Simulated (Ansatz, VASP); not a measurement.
One calculation of BeS, two programs

INCAR

```
ALGO     = Normal         # electronic algorithm
EDIFF    = 1E-7           # SCF threshold, eV
ENCUT    = 520            # plane-wave cutoff, eV
GGA      = PE             # functional
ISIF     = 2              # what is computed and relaxed
ISMEAR   = -1             # smearing method
LASPH    = T              # aspherical terms in the spheres
LCHARG   = F              # write CHGCAR
LREAL    = F              # projectors in reciprocal space
LWAVE    = F              # write WAVECAR
NBANDS   = 11             # bands
NELM     = 60             # most SCF steps
PREC     = Accurate       # precision mode
SIGMA    = 0.03           # smearing width, eV
```

File KPOINTS:

```
k-points
0
Gamma
  10 10 10
```

POSCAR

```
BeS
1.0
    0.0000000000      2.2511705843      2.2511705843
    2.2511705843      0.0000000000      2.2511705843
    2.2511705843      2.2511705843      0.0000000000
Be S
1 1
Direct
    0.0000000000      0.0000000000      0.0000000000
    0.2500000000      0.2500000000      0.2500000000
```

Input for Ansatz:

```yaml
crystal:
  lattice:
    - [0.0, 2.2511705843, 2.2511705843]
    - [2.2511705843, 0.0, 2.2511705843]
    - [2.2511705843, 2.2511705843, 0.0]
  atoms:
    - { symbol: Be, position: [0.0, 0.0, 0.0] }
    - { symbol: S, position: [0.25, 0.25, 0.25] }
kpoints:
  mp_grid: { grid: [10, 10, 10] }
  band_path:
    path:
      - [0.0, 0.0, 0.0]
      - [-0.5, -0.5, 0.0]
      - [-0.375, -0.375, 0.25]
      - [-0.375, 0.0, 0.375]
      - [0.0, 0.0, 0.0]
      - [0.0, 0.0, 0.5]
      - [-0.5, -0.25, 0.25]
      - [-0.5, -0.5, 0.0]
    npoints: 6
scf:
  occupations: { method: fermi_dirac, width: 0.03 }
hamiltonian:
  xc: pbe
  pseudopotentials: { kind: all_electron, lapw: { basis_error: 0.001 } }
output:
  forces: true
  stress: true
  eigenvalues: true
  populations: true
```

Change from the starting cell: volume scaled by 0.8, LAPW.

Alike in both runs: task single point; functional PBE; k mesh 10 × 10 × 10; occupations fermi-dirac, width 0.03 eV; no spin polarisation.

|  | VASP | Ansatz |
| --- | --- | --- |
| version | VASP 6.6.1 | Ansatz 0.2.0 |
| potentials or method | VASP PAW PBE potentials, release 64 (Be, S), cutoff 520 eV | all-electron LAPW, scalar-relativistic |

|  | VASP | Ansatz | Ansatz less VASP |
| --- | --- | --- | --- |
| gap on the k mesh at the Fermi level (eV) | 2.49 | 2.49 | +0.003 |
| pressure (GPa) | 34.7 | 34.7 | -0.02 |

Both programs put the cell under a high pressure, so it lies far from rest at this level. Ansatz ran all-electron here, and VASP with PAW potentials.
